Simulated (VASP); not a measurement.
# HfO2 (Fm-3m) in VASP: a series of runs, part 2 of 2

VASP 6.6.1.

## 4. Vibrations by perturbation theory, LDA

This run uses another cell than the first one, of 9.54 Å³/atom, 0.952 times its volume.

INCAR

```
PREC     = Accurate       # precision mode
ENCUT    = 520            # plane-wave cutoff, eV
EDIFF    = 1E-8           # SCF threshold, eV
ISMEAR   = 0              # smearing method
SIGMA    = 0.01           # smearing width, eV
LREAL    = False          # projectors in reciprocal space
LASPH    = True           # aspherical terms in the spheres
NELM     = 60             # most SCF steps
ALGO     = Normal         # electronic algorithm
ISIF     = 2              # what is computed and relaxed
LWAVE    = False          # write WAVECAR
LCHARG   = True           # write CHGCAR
GGA      = CA             # functional
NBANDS   = 18             # bands
IBRION   = 8              # ionic algorithm
NSW      = 1              # ionic steps
LEPSILON = True           # dielectric tensor by DFPT
```

KPOINTS

```
Automatic mesh
0
Gamma
  8 8 8
```

POSCAR

```
HfO2
1.0
    0.0000000000      2.4280049177      2.4280049177
    2.4280049177      0.0000000000      2.4280049177
    2.4280049177      2.4280049177      0.0000000000
Hf O
1 2
Direct
    0.0000000000      0.0000000000      0.0000000000
    0.2500000000      0.2500000000      0.2500000000
    0.7500000000      0.7500000000      0.7500000000
```

Potentials or basis: VASP PAW LDA potentials, release 64 (Hf_pv, O).

Started as:

```
cat potpaw_LDA.64/Hf_pv/POTCAR potpaw_LDA.64/O/POTCAR > POTCAR
mpirun -np 1 vasp_std > vasp.out
```

OUTCAR:

```text
PREC = Accurate
   ENCUT = 520
   EDIFF = 1E-8
   ISMEAR = 0
   LREAL = False
   LASPH = True
   NELM = 60
   ISIF = 2
   GGA = CA
   IBRION = 8
   NSW = 1
   LEPSILON = True

 ion  position               nearest neighbor table
   1  0.000  0.000  0.000-   3 2.10   3 2.10   3 2.10   2 2.10   3 2.10   2 2.10   2 2.10   2 2.10

   2  0.250  0.250  0.250-   1 2.10   1 2.10   1 2.10   1 2.10
   3  0.750  0.750  0.750-   1 2.10   1 2.10   1 2.10   1 2.10

  LATTYP: Found a face centered cubic cell.
 ALAT       =     4.8560098354

  Lattice vectors:

 A1 = (   0.0000000000,   2.4280049177,   2.4280049177)
 A2 = (   2.4280049177,   0.0000000000,   2.4280049177)
 A3 = (   2.4280049177,   2.4280049177,   0.0000000000)

Analysis of symmetry for initial positions (statically):
=====================================================================
 Subroutine PRICEL returns:
 Original cell was already a primitive cell.
[... 821 lines left out ...]
  2Z    -0.000000    0.000000    5.751598    0.000000    0.000000  -16.473474    0.000000    0.000000   10.721876
  3X     5.751598   -0.000000   -0.000000   10.721876    0.000000    0.000000  -16.473474    0.000000    0.000000
  3Y    -0.000000    5.751598    0.000000    0.000000   10.721876    0.000000    0.000000  -16.473474    0.000000
  3Z    -0.000000    0.000000    5.751598    0.000000    0.000000   10.721876    0.000000    0.000000  -16.473474

 Eigenvectors and eigenvalues of the dynamical matrix
 ----------------------------------------------------

   1 f  =   20.381590 THz   128.061307 2PiTHz  679.856664 cm-1    84.291445 meV
             X         Y         Z           dx          dy          dz
      0.000000  0.000000  0.000000     0.000000    0.000000    0.000000
      1.214002  1.214002  1.214002     0.705670    0.045047   -0.000000
      3.642007  3.642007  3.642007    -0.705670   -0.045047   -0.000000
[... 43 lines left out ...]
   9 f/i=    0.001471 THz     0.009241 2PiTHz    0.049056 cm-1     0.006082 meV
             X         Y         Z           dx          dy          dz
      0.000000  0.000000  0.000000     0.513210   -0.764649    0.002107
      1.214002  1.214002  1.214002     0.153594   -0.228845    0.000631
      3.642007  3.642007  3.642007     0.153594   -0.228845    0.000631

--------------------------------------------------------------------------------------------------------

 MACROSCOPIC STATIC DIELECTRIC TENSOR IONIC CONTRIBUTION
 ------------------------------------------------------
          17.206248    -0.000000     0.000000
          -0.000000    17.206248    -0.000000
           0.000000    -0.000000    17.206248
 ------------------------------------------------------

 ELASTIC MODULI CONTR FROM IONIC RELAXATION (kBar)
 Direction    XX          YY          ZZ          XY          YZ          ZX
 --------------------------------------------------------------------------------
 XX          -0.0000     -0.0000     -0.0000     -0.0000      0.0000      0.0000
 YY          -0.0000     -0.0000     -0.0000     -0.0000     -0.0000     -0.0000
 ZZ          -0.0000     -0.0000     -0.0000      0.0000     -0.0000      0.0000
 XY          -0.0000     -0.0000      0.0000   -811.8822      0.0000      0.0000
 YZ           0.0000     -0.0000     -0.0000      0.0000   -811.8822     -0.0000
 ZX           0.0000     -0.0000      0.0000     -0.0000     -0.0000   -811.8822
 --------------------------------------------------------------------------------

 PIEZOELECTRIC TENSOR IONIC CONTR  for field in x, y, z        (C/m^2)
          XX          YY          ZZ          XY          YZ          ZX
  --------------------------------------------------------------------------------
  x     0.00000     0.00000     0.00000     0.00000     0.00000     0.00000
  y    -0.00000    -0.00000    -0.00000    -0.00000    -0.00000    -0.00000
  z     0.00000     0.00000     0.00000     0.00000     0.00000    -0.00000
```

stdout:

```text
POSCAR found type information on POSCAR HfO
 POSCAR found :  2 types and       3 ions
 scaLAPACK will be used
 LDA part: xc-table for (Slater(with rela. corr.)+CA(PZ))
 , standard interpolation
 POSCAR, INCAR and KPOINTS ok, starting setup
 FFT: planning ... GRIDC
 FFT: planning ... GRID_SOFT
 FFT: planning ... GRID
[... 24 lines left out ...]
 Linear response to external field, progress :
  Direction:   3
 dielectric tensor                  component  3 :     0.012     0.053     5.324
 Linear response DOF=           2
 Linear response progress:
 first order change of Fermi-energy   0.27128E-04
 force on displaced ion       1 direction 1 : -11.494   0.000   0.000
 Born effective charge ion    1 direction 1 :   5.594   0.000   0.000
 Linear response progress:
 first order change of Fermi-energy  -0.21176E-04
 force on displaced ion       2 direction 1 : -16.473   0.000   0.000
 Born effective charge ion    2 direction 1 :  -2.797   0.000   0.000
 Born effective charges drift removed
 Linear response finished
```

It took 2.4 min on 1 thread of Intel Xeon 6975P-C (Granite Rapids), shared host; peak memory 0.25 GiB.

Results:

| Item | Value |
| --- | --- |
| Electronic dielectric tensor (diagonal) | 5.32 |
| Born charges (mean of the diagonal) | Hf +5.59; O -2.80 e |
| Highest phonon frequency at Γ, LO-TO splitting left out | 680 cm⁻¹ |

Phonon frequencies in cm⁻¹ (negative: imaginary):
```
              q point                    frequencies
(0.000, 0.000, 0.000)  0 0 0 340 340 340 680 680 680
```

Electronic dielectric tensor:
```
5.32 0.00 0.00
0.00 5.32 0.00
0.00 0.00 5.32
```

Born effective charge tensors (e):
atom 1, Hf
```
5.59 0.00 0.00
0.00 5.59 0.00
0.00 0.00 5.59
```
atom 2, O
```
-2.80  0.00  0.00
 0.00 -2.80  0.00
 0.00  0.00 -2.80
```
atom 3, O
```
-2.80  0.00  0.00
 0.00 -2.80  0.00
 0.00  0.00 -2.80
```

Caveat: the cell wasn't relaxed at this level first, which shifts response properties; spin-orbit coupling is left out, which moves the levels of the heavy elements.
